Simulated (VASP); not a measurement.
Write the native input for VASP 6.6.1 that does the following.

```
Task                   : single point
Functional             : PBEsol
Potentials or basis    : VASP PAW PBE potentials, release 64 (Sb, Ga_d)
Cutoff                 : 520 eV
k mesh                 : 9 × 9 × 1
Occupations            : gaussian, width 0.1 eV
Spin                   : no spin polarisation
Dipole correction      : yes
Further INCAR settings : ALGO = Normal; EDIFF = 1e-06; NBANDS = 46
```

The structure of GaSb lies in POSCAR:

```
GaSb
1.0
    4.3212908972      0.0000000000      0.0000000000
   -2.1606454486      3.7423476941      0.0000000000
    0.0000000000      0.0000000000     26.4670375389
Sb Ga
4 4
Direct
    0.0000000000      0.0000000000      0.2833713440
    0.3333333333      0.6666666667      0.4166812862
    0.6666666667      0.3333333333      0.5499912283
    0.0000000000      0.0000000000      0.6833011704
    0.3333333333      0.6666666667      0.3166988296
    0.6666666667      0.3333333333      0.4500087717
    0.0000000000      0.0000000000      0.5833187138
    0.3333333333      0.6666666667      0.7166286560
```

These files were run (other wordings do the same):

INCAR

```
ALGO = Normal ; DIPOL = 0.5 0.5 0.500
EDIFF = 1E-6 ; ENCUT = 520
GGA = PS ; IDIPOL = 3
ISIF = 2 ; ISMEAR = 0
LASPH = T ; LCHARG = F
LDIPOL = T ; LREAL = F
LWAVE = F ; NBANDS = 46
NELM = 80 ; PREC = Accurate
SIGMA = 0.1
```

KPOINTS

```
k-points
0
Gamma
  9 9 1
```

Potentials or basis: VASP PAW PBE potentials, release 64 (Sb, Ga_d).

Launch:

```console
$ cat potpaw_PBE.64/Sb/POTCAR potpaw_PBE.64/Ga_d/POTCAR > POTCAR
$ mpirun -np 1 vasp_std > vasp.out
```

Results of the run:

```
Largest force          : 0.477 eV/Å
Band gap on the k mesh : zero (bands 36 and 37 overlap by 0.30 eV)
```

Caveat: the PAW data sets were made with another functional, which shifts forces and pressure a little; spin-orbit coupling is left out, which moves the levels of the heavy elements.

It took 7.3 min on 1 thread of AMD EPYC 7R13 Processor (Zen 3) (shared host), peak memory 0.57 GiB.
